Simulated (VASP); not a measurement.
## Hf: relaxation of cell and atoms with PBE0

The system is Hf.

```
Hf
1.0
     0.00000    2.22000    2.22000
     2.22000    0.00000    2.22000
     2.22000    2.22000    0.00000
Hf
1
Direct
  0.00000 0.00000 0.00000
```

```yaml
Program: VASP 6.6.1
Task: relaxation of cell and atoms
Functional: PBE0
Potentials_or_basis: VASP PAW PBE potentials, release 64 (Hf_pv)
Cutoff: 600 eV
k_mesh: 5 × 5 × 5
Occupations: fermi-dirac, width 0.05 eV
Spin: no spin polarisation
Dipole_correction: no
Grid_for_exact_exchange_PRECFOCK: Normal
Further_INCAR_settings: ALGO = Normal; EDIFF = 1e-06; IBRION = 2; EDIFFG = -0.01; NSW = 60; ISIF = 3
```

| Quantity | Value |
| --- | --- |
| Relaxed volume | 22.28 Å³/atom |
| Relaxed cell | a = 3.158 Å, b = 3.158 Å, c = 3.158 Å, α = 60.00°, β = 60.00°, γ = 60.00° |
| Space group after relaxing (to 0.05 Å) | Fm-3m (No. 225) |
| Energy gained by relaxing | 2.5 meV/atom |
| Ionic steps | 3 |
| Pressure after relaxing | 0.0 GPa |
| Band gap on the k mesh | zero (band 5 reaches 7.05 eV, above the bottom of band 6 at 3.94 eV) |

Step by step:
```csv
step,energy change (eV),largest force (eV/Å),pressure (GPa),volume (Å³)
1,0.0000,0.0000,2.08,21.88
2,0.0017,0.0000,-2.52,22.80
3,-0.0025,0.0000,-0.03,22.28
```

Final structure:
```cif
data_structure
_symmetry_space_group_name_H-M 'P 1'
_symmetry_Int_Tables_number 1
_cell_length_a 3.1583
_cell_length_b 3.1583
_cell_length_c 3.1583
_cell_angle_alpha 60.000
_cell_angle_beta 60.000
_cell_angle_gamma 60.000
_cell_volume 22.28
loop_
_atom_site_label
_atom_site_type_symbol
_atom_site_fract_x
_atom_site_fract_y
_atom_site_fract_z
_atom_site_occupancy
Hf1 Hf 0.00000 0.00000 0.00000 1
```

Levels at points of the mesh, in eV from the Fermi level:
```csv
k point,band 1,band 2,band 3,band 4,band 5,band 6,band 7,band 8,band 9
"(0.00, 0.00, 0.00)",-32.24,-32.24,-32.24,-8.29,2.81,2.81,2.81,5.92,5.92
```

Wall time 17 min on 1 thread of AMD EPYC 7R13 (shared host), peak memory 0.15 GiB.

Caveat: the k points lie up to 0.49 Å⁻¹ apart in the final cell; the PAW data sets were made with another functional, which shifts forces and pressure a little; spin-orbit coupling is left out, which moves the levels of the heavy elements. Zero-point motion and thermal expansion aren't in these numbers.
